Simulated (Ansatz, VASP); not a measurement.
# MgS: VASP beside Ansatz

File INCAR:

```
ALGO = Normal ; EDIFF = 1E-6
ENCUT = 600 ; GGA = PE
GGA_COMPAT = F ; ISIF = 2
ISMEAR = 0 ; LASPH = T
LCHARG = F ; LREAL = F
LWAVE = F ; NBANDS = 11
NELM = 120 ; PREC = Accurate
SIGMA = 0.02
```

File KPOINTS:

```
k-points
0
Gamma
  8 8 8
```

Contents of POSCAR:

```
MgS
1.0
    0.0000000000      2.6147705022      2.6147705022
    2.6147705022      0.0000000000      2.6147705022
    2.6147705022      2.6147705022      0.0000000000
Mg S
1 1
Direct
    0.0000000000      0.0000000000      0.0000000000
    0.5000000000      0.5000000000      0.5000000000
```

Input for Ansatz:

```yaml
crystal:
  lattice:
    - [0.0, 2.6147705022, 2.6147705022]
    - [2.6147705022, 0.0, 2.6147705022]
    - [2.6147705022, 2.6147705022, 0.0]
  atoms:
    - { symbol: Mg, position: [0.0, 0.0, 0.0] }
    - { symbol: S, position: [0.5, 0.5, 0.5] }
basis:
  ecutwfc: 420
kpoints:
  mp_grid: { grid: [8, 8, 8] }
  band_path:
    path:
      - [[0.0, 0.0, 0.0], [0.5, 0.0, 0.5], [0.625, 0.25, 0.625]]
      - [[0.375, 0.375, 0.75], [0.0, 0.0, 0.0], [0.5, 0.5, 0.5], [0.5, 0.25, 0.75], [0.5, 0.0, 0.5]]
    npoints: 10
hamiltonian:
  xc: pbe
  pseudopotentials: { kind: paw, azcp: { folder: soft_1 } }
scf:
  occupations: { method: gaussian, width: 0.02 }
  n_extra_bands: 7
output:
  forces: true
  stress: true
  eigenvalues: true
```

Alike in both runs: task single point; functional PBE; k mesh 8 × 8 × 8; occupations gaussian, width 0.02 eV; no spin polarisation.

```csv
,VASP,Ansatz
version,VASP 6.6.1,Ansatz 0.2.0
potentials or method,"VASP PAW PBE potentials, release 64 (Mg, S), cutoff 600 eV","scalar-relativistic, plane waves, PAW"
valence electrons in the cell,8,16
```

```tsv
	VASP	Ansatz	Ansatz less VASP
gap on the k mesh at the Fermi level (eV)	2.74	2.76	+0.014
least direct gap on the mesh (eV)	3.59	3.60	+0.011
pressure (GPa)	-0.3	0.0	+0.27
```

VASP's potentials hold 8 valence electrons a cell and Ansatz's 16, so a difference there can come from the potentials and not from the codes.
